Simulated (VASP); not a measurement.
# LiF in VASP: notebook

The runs below take LiF through single point, with PBE.

Program: VASP 6.6.1. These are calculated values, not measurements. Logs are shortened: lines on timing, memory, paths and dates and some standing lists are left out, and cuts for length are marked.

## 1. The cell of the first run

Symmetry: Fm-3m, No. 225, cubic system. The conventional cell has a = 4.229 Å, b = 4.229 Å, c = 4.229 Å, α = 90.00°, β = 90.00°, γ = 90.00°. Within 2.8 Å of Li (site symmetry m-3m) lie 6 F at 2.11 Å. F (site symmetry m-3m) has 6 Li at 2.11 Å within 2.8 Å.

## 2. Single point, PBE (strain +0.050 along x and y, +0.050 along z)

INCAR

```
  PREC = Accurate
  ENCUT = 520
  EDIFF = 1E-6
  ISMEAR = 0
  SIGMA = 0.05
  LREAL = F
  LASPH = T
  NELM = 80
  ALGO = Normal
  ISIF = 2
  LWAVE = F
  LCHARG = T
  GGA = PE
  LELF = T
  LVHAR = T
  NBANDS = 12
```

KPOINTS

```
Automatic mesh
0
Gamma
  10 10 10
```

POSCAR

```
LiF
1.0
    0.0000000000      2.1147000000      2.1147000000
    2.1147000000      0.0000000000      2.1147000000
    2.1147000000      2.1147000000      0.0000000000
Li F
1 1
Direct
    0.0000000000      0.0000000000      0.0000000000
    0.5000000000      0.5000000000      0.5000000000
```

Potentials or basis: VASP PAW PBE potentials, release 64 (Li_sv, F).

Run with:

```
cat potpaw_PBE.64/Li_sv/POTCAR potpaw_PBE.64/F/POTCAR > POTCAR
mpirun -np 1 vasp_std > vasp.out
```

OUTCAR:

```text
PREC = Accurate
   ENCUT = 520
   EDIFF = 1E-6
   ISMEAR = 0
   LREAL = F
   LASPH = T
   NELM = 80
   ISIF = 2
   GGA = PE

 ion  position               nearest neighbor table
   1  0.000  0.000  0.000-   2 2.11   2 2.11   2 2.11   2 2.11   2 2.11   2 2.11
   2  0.500  0.500  0.500-   1 2.11   1 2.11   1 2.11   1 2.11   1 2.11   1 2.11

  LATTYP: Found a face centered cubic cell.
 ALAT       =     4.2294000000

  Lattice vectors:

 A1 = (   0.0000000000,   2.1147000000,   2.1147000000)
 A2 = (   2.1147000000,   0.0000000000,   2.1147000000)
 A3 = (   2.1147000000,   2.1147000000,   0.0000000000)

Analysis of symmetry for initial positions (statically):
=====================================================================
 Subroutine PRICEL returns:
 Original cell was already a primitive cell.

 Routine SETGRP: Setting up the symmetry group for a
 face centered cubic supercell.

 Subroutine GETGRP returns: Found 48 space group operations
 (whereof 48 operations were pure point group operations)
 out of a pool of 48 trial point group operations.

The static configuration has the point symmetry O_h .

Analysis of symmetry for dynamics (positions and initial velocities):
=====================================================================
 Subroutine PRICEL returns:
 Original cell was already a primitive cell.

 Routine SETGRP: Setting up the symmetry group for a
 face centered cubic supercell.

 Subroutine GETGRP returns: Found 48 space group operations
 (whereof 48 operations were pure point group operations)
 out of a pool of 48 trial point group operations.

The dynamic configuration has the point symmetry O_h .

 Subroutine INISYM returns: Found 48 space group operations
 (whereof 48 operations are pure point group operations),
 and found     1 'primitive' translations

----------------------------------------------------------------------------------------

                                     Primitive cell

  volume of cell :      18.9137

  direct lattice vectors                    reciprocal lattice vectors
     0.000000000  2.114700000  2.114700000    -0.236440157  0.236440157  0.236440157
     2.114700000  0.000000000  2.114700000     0.236440157 -0.236440157  0.236440157
     2.114700000  2.114700000  0.000000000     0.236440157  0.236440157 -0.236440157

  length of vectors
     2.990637420  2.990637420  2.990637420     0.409526365  0.409526365  0.409526365

[... 84 lines left out ...]
   IBRION =     -1    ionic relax: 0-MD 1-quasi-New 2-CG
   NFREE  =      0    steps in history (QN), initial steepest desc. (CG)
   ISIF   =      2    stress and relaxation
   ISYM   =      2    0-nonsym 1-usesym 2-fastsym
   POTIM  = 0.5000    time-step for ionic-motion
   TEBEG  =    0.0;   TEEND  =   0.0 temperature during run
   PSTRESS=    0.0 pullay stress
   NELECT =      10.0000    total number of electrons
   NUPDOWN=      -1.0000    fix difference up-down
   EMIN   =  10.00;   EMAX   =-10.00  energy-range for DOS
   EFERMI =   0.00;   METHOD = LEGACY
   ISMEAR =     0;   SIGMA  =   0.05  broadening in eV -4-tet -1-fermi 0-gaus
   EFERMI_NEDOS =   21; number of points for ismear=-14 and -15
   IALGO  =     38    algorithm
   IMIX   =      4    mixing-type and parameters
     AMIX     =   0.40;   BMIX     =  1.00
     AMIX_MAG =   1.60;   BMIX_MAG =  1.00
  volume/ion in A,a.u.               =       9.46        63.82
  Fermi-wavevector in a.u.,A,eV,Ry     =   1.323781  2.501583 23.842789  1.752396
  Thomas-Fermi vector in A             =   2.453364
   LORBIT       =      0    0 simple, 1 ext, 2 COOP (PROOUT), +10 PAW based schemes
   GGA     = PE    functional components
   LHFCALC =     F    Hartree Fock is set to
   AEXX    =    0.0000 exact exchange contribution
   IVDW    =     0    specifies the selected vdW correction
   LEPSILON=     F    determine dielectric tensor
   LRPA    =     F    only Hartree local field effects (RPA)
 non-spin polarized calculation
 Gauss-broadening in eV      SIGMA  =   0.05
  energy-cutoff  :      520.00
  volume of cell :       18.91
 maximum number of plane-waves:       532
 NGX is ok and might be reduce to    24
   NGX = 11   NGY = 11   NGZ = 11

 number of electron      10.0000003 magnetization

 Free energy of the ion-electron system (eV)
  ---------------------------------------------------
  ext. energy  EPLUGINS =         0.00000000
  ---------------------------------------------------
  free energy    TOTEN  =        -9.59687505 eV

  energy without entropy =       -9.59687505  energy(sigma->0) =       -9.59687505

 E-fermi :  -1.5377     XC(G=0):  -9.2903

 val. band max:       -1.8194000086   @ k =   0.0000   0.0000   0.0000
 cond. band min:       6.0800919056   @ k =   0.0000   0.0000   0.0000
 fundamental gap:      7.8994919142
 Fermi energy:        -1.5377447906

 k-point     1 :       0.0000    0.0000    0.0000
  band No.  band energies     occupation
      1     -43.1237      2.00000
      2     -21.4283      2.00000
      3      -1.8194      2.00000
      4      -1.8194      2.00000
      5      -1.8194      2.00000
      6       6.0801      0.00000
      7      20.2652      0.00000
      8      20.2653      0.00000
      9      20.2653      0.00000
     10      21.0789      0.00000
     11      21.0789      0.00000
     12      21.0789      0.00000
[... 331 lines left out ...]
 k-point    24 :       0.4000    0.3000    0.0000
  band No.  band energies     occupation
      1     -43.0919      2.00000
      2     -21.0406      2.00000
      3      -3.7224      2.00000
      4      -2.5201      2.00000
      5      -2.4297      2.00000
      6       9.9639      0.00000
      7      14.0478      0.00000
      8      15.2125      0.00000
      9      16.7731      0.00000
     10      17.8430      0.00000
     11      28.8971      0.00000
     12      30.5672      0.00000

 [... further k-points ...]
[... 5 lines left out ...]
  --------------------------------------------------------------------------------------
  -------------------------------------------------------------------------------------
  Total       -0.7807002     -0.7807002     -0.7807002      0.0000000     -0.0000000      0.0000000
  in kB      -66.1330565    -66.1330565    -66.1330565      0.0000000     -0.0000000      0.0000000
  external PRESSURE =     -66.1330565 kB  Pullay stress =       0.0000000 kB

 VOLUME and BASIS-vectors are now :
 -----------------------------------------------------------------------------
  energy-cutoff  :      520.00
  volume of cell :       18.91
      direct lattice vectors                 reciprocal lattice vectors
     0.000000000  2.114700000  2.114700000    -0.236440157  0.236440157  0.236440157
     2.114700000  0.000000000  2.114700000     0.236440157 -0.236440157  0.236440157
     2.114700000  2.114700000  0.000000000     0.236440157  0.236440157 -0.236440157

 POSITION                                       TOTAL-FORCE (eV/Angst)
 -----------------------------------------------------------------------------------
      0.00000      0.00000      0.00000         0.000000      0.000000     -0.000000
      2.11470      2.11470      2.11470        -0.000000     -0.000000      0.000000
 -----------------------------------------------------------------------------------
    total drift:                               -0.000000     -0.000000      0.000000

  FREE ENERGIE OF THE ION-ELECTRON SYSTEM (eV)
  ---------------------------------------------------
  free  energy   TOTEN  =        -9.5968750547 eV

  energy  without entropy=       -9.5968750547  energy(sigma->0) =       -9.59687505
```

OSZICAR:

```text
N       E                     dE             d eps       ncg     rms          rms(c)
DAV:   1     0.309609361412E+02    0.30961E+02   -0.52155E+03  1152   0.839E+02
DAV:   2    -0.891999001659E+01   -0.39881E+02   -0.38885E+02  1372   0.180E+02
DAV:   3    -0.101103108060E+02   -0.11903E+01   -0.11871E+01  1548   0.275E+01
DAV:   4    -0.101240549142E+02   -0.13744E-01   -0.13743E-01  1252   0.321E+00
DAV:   5    -0.101242279744E+02   -0.17306E-03   -0.17306E-03  1476   0.268E-01    0.460E+00
DAV:   6    -0.958533717745E+01    0.53889E+00   -0.28181E+00  1236   0.996E+00    0.152E+00
DAV:   7    -0.958909733524E+01   -0.37602E-02   -0.17966E-02  1424   0.116E+00    0.899E-01
DAV:   8    -0.959673107399E+01   -0.76337E-02   -0.18405E-02  1468   0.139E+00    0.126E-01
DAV:   9    -0.959675180820E+01   -0.20734E-04   -0.98109E-04  1320   0.277E-01    0.474E-02
DAV:  10    -0.959687038523E+01   -0.11858E-03   -0.19776E-04  1280   0.102E-01    0.112E-02
DAV:  11    -0.959687525746E+01   -0.48722E-05   -0.37472E-06  1540   0.200E-02    0.211E-03
DAV:  12    -0.959687505475E+01    0.20271E-06   -0.88452E-07  1288   0.839E-03
   1 F= -.95968751E+01 E0= -.95968751E+01  d E =-.441839E-17
```

stdout:

```text
POSCAR found type information on POSCAR LiF
 POSCAR found :  2 types and       2 ions
 scaLAPACK will be used
 LDA part: xc-table for (Slater+PW92), standard interpolation
 POSCAR, INCAR and KPOINTS ok, starting setup
 FFT: planning ... GRIDC
 FFT: planning ... GRID_SOFT
 FFT: planning ... GRID
 WAVECAR not read
 entering main loop
```

It took 16 s on 1 thread of Intel Xeon 6975P-C, shared host; peak memory 0.13 GiB.

Results:

- Free energy: -9.5969 eV
- Band gap on the k mesh: 7.90 eV, direct

Caveat: the cell differs from its parent crystal (strain +0.050 along x and y, +0.050 along z); the cutoff is under 1.25 times the usual one of these potentials, so pressure, stress and relaxed cells hold a basis-set (Pulay) error. A k mesh can miss the band edges.

## 3. Single point, PBE (strain -0.050 along x and y, +0.000 along z)

INCAR

```
ALGO     = Normal         # electronic algorithm
EDIFF    = 1E-6           # SCF threshold, eV
ENCUT    = 520            # plane-wave cutoff, eV
GGA      = PE             # functional
ISIF     = 2              # what is computed and relaxed
ISMEAR   = 0              # smearing method
LASPH    = T              # aspherical terms in the spheres
LCHARG   = F              # write CHGCAR
LREAL    = F              # projectors in reciprocal space
LWAVE    = F              # write WAVECAR
NBANDS   = 12             # bands
NELM     = 60             # most SCF steps
PREC     = Accurate       # precision mode
SIGMA    = 0.05           # smearing width, eV
```

KPOINTS

```
k-points
0
Gamma
  10 10 10
```

POSCAR

```
LiF
1.0
    0.0000000000      1.9133000000      2.0140000000
    1.9133000000      0.0000000000      2.0140000000
    1.9133000000      1.9133000000      0.0000000000
Li F
1 1
Direct
    0.0000000000      0.0000000000      0.0000000000
    0.5000000000      0.5000000000      0.5000000000
```

Potentials or basis: VASP PAW PBE potentials, release 64 (Li_sv, F).

Run with:

```
cat potpaw_PBE.64/Li_sv/POTCAR potpaw_PBE.64/F/POTCAR > POTCAR
mpirun -np 1 vasp_std > vasp.out
```

Wall time 25 s (1 thread of Intel Xeon 6975P-C, shared host); peak memory 0.14 GiB.

It converged, with:

```
Free energy            : -9.5609 eV
Band gap on the k mesh : 9.98 eV, direct
```

Levels at points of the mesh, in eV from the valence-band top:
```csv
k point,band 3,band 4,band 5,band 6,band 7,band 8
"(0.00, 0.00, 0.00)",-0.11,-0.11,0.00,9.98,24.44,25.00
"(0.50, 0.00, 0.00)",-2.90,-0.40,-0.27,11.26,17.92,19.21
"(0.50, 0.50, 0.00)",-3.58,-1.11,-1.11,15.11,17.39,18.69
"(0.50, 0.00, 0.50)",-3.53,-1.47,-1.11,16.10,16.67,18.70
```

Caveat: the cell differs from its parent crystal (strain -0.050 along x and y, +0.000 along z); the cutoff is under 1.25 times the usual one of these potentials, so pressure, stress and relaxed cells hold a basis-set (Pulay) error. A k mesh can miss the band edges.

## 4. Single point, PBE (strain -0.050 along x and y, -0.025 along z)

INCAR

```
PREC = Accurate
ENCUT = 520
EDIFF = 1E-6
ISMEAR = 0
SIGMA = 0.05
LREAL = False
LASPH = True
NELM = 80
ALGO = Normal
ISIF = 2
LWAVE = False
LCHARG = True
GGA = PE
LELF = True
LVHAR = True
NBANDS = 12
```

KPOINTS

```
regular mesh
0
Gamma
  10 10 10
```

POSCAR

```
LiF
1.0
    0.0000000000      1.9133000000      1.9636500000
    1.9133000000      0.0000000000      1.9636500000
    1.9133000000      1.9133000000      0.0000000000
Li F
1 1
Direct
    0.0000000000      0.0000000000      0.0000000000
    0.5000000000      0.5000000000      0.5000000000
```

Run with:

```
cat potpaw_PBE.64/Li_sv/POTCAR potpaw_PBE.64/F/POTCAR > POTCAR
mpirun -np 1 vasp_std > vasp.out
```

It took 24 s on 1 thread of Intel Xeon 6975P-C, shared host; peak memory 0.13 GiB.

It converged, with:

* Free energy: -9.5379 eV
* Band gap on the k mesh: 10.28 eV, direct

Levels at points of the mesh, in eV from the valence-band top:
```tsv
k point	band 3	band 4	band 5	band 6	band 7	band 8
(0.00, 0.00, 0.00)	-0.06	-0.06	0.00	10.28	25.21	25.41
(0.50, 0.00, 0.00)	-2.96	-0.35	-0.28	11.43	18.29	19.64
(0.50, 0.50, 0.00)	-3.66	-1.18	-1.18	15.70	17.28	19.04
(0.50, 0.00, 0.50)	-3.63	-1.37	-1.18	16.21	16.91	19.05
```

Caveat: the cell differs from its parent crystal (strain -0.050 along x and y, -0.025 along z); the cutoff is under 1.25 times the usual one of these potentials, so pressure, stress and relaxed cells hold a basis-set (Pulay) error. A k mesh can miss the band edges.

## 5. Single point, PBE (strain -0.025 along x and y, -0.050 along z)

INCAR

```
SYSTEM = LiF
ALGO = Normal ; EDIFF = 1E-6
ENCUT = 520 ; GGA = PE
ISIF = 2 ; ISMEAR = 0
LASPH = .True. ; LCHARG = .False.
LREAL = .False. ; LWAVE = .False.
NBANDS = 12 ; NELM = 80
PREC = Accurate ; SIGMA = 0.05
```

KPOINTS

```
k-points
0
Gamma
  10 10 10
  0 0 0
```

POSCAR

```
LiF
1.0
    0.0000000000      1.9636500000      1.9133000000
    1.9636500000      0.0000000000      1.9133000000
    1.9636500000      1.9636500000      0.0000000000
Li F
1 1
Direct
    0.0000000000      0.0000000000      0.0000000000
    0.5000000000      0.5000000000      0.5000000000
```

Run with:

```
cat potpaw_PBE.64/Li_sv/POTCAR potpaw_PBE.64/F/POTCAR > POTCAR
mpirun -np 1 vasp_std > vasp.out
```

Wall time 26 s (1 thread of Intel Xeon 6975P-C, shared host); peak memory 0.13 GiB.

The run converged. Its results:

```yaml
Free_energy: -9.5695 eV
Band_gap_on_the_k_mesh: 10.03 eV, direct
```

Levels at points of the mesh, in eV from the valence-band top:
```csv
k point,band 1,band 2,band 3,band 4,band 5,band 6,band 7,band 8,band 9,band 10
"(0.00, 0.00, 0.00)",-40.74,-20.29,-0.07,0.00,0.00,10.03,25.10,25.10,25.25,25.25
"(0.50, 0.00, 0.00)",-40.65,-19.78,-2.86,-0.32,-0.26,11.30,17.97,19.44,19.96,32.17
"(0.50, 0.50, 0.00)",-40.63,-19.41,-3.47,-1.24,-1.24,16.13,16.68,18.74,21.20,21.20
"(0.50, 0.00, 0.50)",-40.63,-19.45,-3.51,-1.24,-1.06,15.62,17.06,18.71,21.36,21.84
```

Caveat: the cell differs from its parent crystal (strain -0.025 along x and y, -0.050 along z); the cutoff is under 1.25 times the usual one of these potentials, so pressure, stress and relaxed cells hold a basis-set (Pulay) error. A k mesh can miss the band edges.

(Continued in part 2 of 2.)
